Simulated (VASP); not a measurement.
InO: single point with LDA

Slab: InO, a slab with vacuum.

```
In O
1.0
     3.28093    0.00000    0.00000
    -1.64047    2.84137    0.00000
     0.00000    0.00000   16.27403
In O
2 2
Direct
  0.66667 0.33333 0.59002
  0.66667 0.33333 0.40998
  0.00000 0.00000 0.63987
  0.00000 0.00000 0.36013
```

This cell differs from its parent crystal: strain -0.050 along x and y, +0.025 along z.

* Program: VASP 6.6.1
* Task: single point
* Functional: LDA
* Potentials or basis: VASP PAW LDA potentials, release 64 (In_d, O)
* Cutoff: 520 eV
* k mesh: 12 × 12 × 2
* Occupations: gaussian, width 0.03 eV
* Spin: no spin polarisation

| Item | Value |
| --- | --- |
| Largest force | 0.968 eV/Å |
| Band gap on the k mesh | 0.10 eV, indirect (least direct gap 1.36 eV) |

Forces in eV/Å, atoms in the order of the input:
```
In   0.000  0.000 -0.968
In   0.000  0.000  0.968
O    0.000  0.000  0.308
O    0.000  0.000 -0.308
```

Levels at points of the mesh, in eV from the valence-band top:
| k point | band 16 | band 17 | band 18 | band 19 | band 20 | band 21 | band 22 | band 23 |
| --- | --- | --- | --- | --- | --- | --- | --- | --- |
| (0.00, 0.00, 0.00) | -2.10 | -2.07 | -2.07 | -1.26 | 0.10 | 3.14 | 6.04 | 6.22 |
| (0.50, 0.00, 0.00) | -3.16 | -3.07 | -2.71 | -0.46 | 2.10 | 4.24 | 4.87 | 7.23 |
| (0.00, 0.00, 0.50) | -2.10 | -2.07 | -2.07 | -1.26 | 0.10 | 3.14 | 5.89 | 6.61 |
| (0.50, 0.00, 0.50) | -3.16 | -3.07 | -2.71 | -0.46 | 2.10 | 4.24 | 4.87 | 7.23 |

It took 2.5 min on 1 thread of Intel(R) Xeon(R) Platinum 8259CL CPU @ 2.50GHz (Skylake/Cascade Lake), with other jobs on the host, peak memory 0.28 GiB.

Caveat: the cell differs from its parent crystal (strain -0.050 along x and y, +0.025 along z); spin-orbit coupling is left out, which moves the levels of the heavy elements.
